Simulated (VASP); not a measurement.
A run of VASP 6.6.1 is set up as follows.

The input INCAR:

```
  PREC = Accurate
  ENCUT = 600
  EDIFF = 1E-7
  ISMEAR = 0
  SIGMA = 0.1
  LREAL = F
  LASPH = T
  NELM = 60
  ALGO = Normal
  ISIF = 3
  LWAVE = F
  LCHARG = F
  GGA = PE
  IBRION = 2
  NSW = 100
  EDIFFG = -0.01
```

The input KPOINTS:

```
regular mesh
0
Gamma
  10 10 6
```

POSCAR

```
MgZr2N2
1.0
    3.6955630508      0.0000000000      0.0000000000
    0.0000000000      3.6955630508      0.0000000000
    0.0000000000      0.0000000000      5.8851053647
Mg Zr N
1 2 2
Direct
    0.5000000000      0.5000000000      0.0000000000
    0.0000000000      0.0000000000      0.5000000000
    0.0000000000      0.0000000000      0.0000000000
    0.5000000000      0.5000000000      0.6135689295
    0.5000000000      0.5000000000      0.3864310705
```

Potentials or basis: VASP PAW PBE potentials, release 64 (Mg, Zr_sv, N).

Launch:

```sh
$ cat potpaw_PBE.64/Mg/POTCAR potpaw_PBE.64/Zr_sv/POTCAR potpaw_PBE.64/N/POTCAR > POTCAR
$ mpirun -np 1 vasp_std > vasp.out
```

Question: Estimate the relaxed volume.

Answer: 16.01 Å³/atom.

Question: Estimate the band gap on the k mesh.

Answer: Zero (bands 18 and 19 overlap by 2.02 eV).

Question: What does it give for the relaxed cell?

Answer: a = 3.700 Å, b = 3.700 Å, c = 5.847 Å, α = 90.00°, β = 90.00°, γ = 90.00°.

Question: Estimate the space group after relaxing (to 0.1 Å).

Answer: P4/mmm (No. 123).

Step by step:
```csv
step,energy change (eV),largest force (eV/Å),pressure (GPa),volume (Å³)
1,0.0000,0.2515,0.10,80.37
2,-0.0004,0.2752,-0.78,80.49
3,-0.0018,0.0340,-0.37,80.43
4,-0.0031,0.0101,-0.01,80.08
5,-0.0031,0.0073,0.03,80.03
```
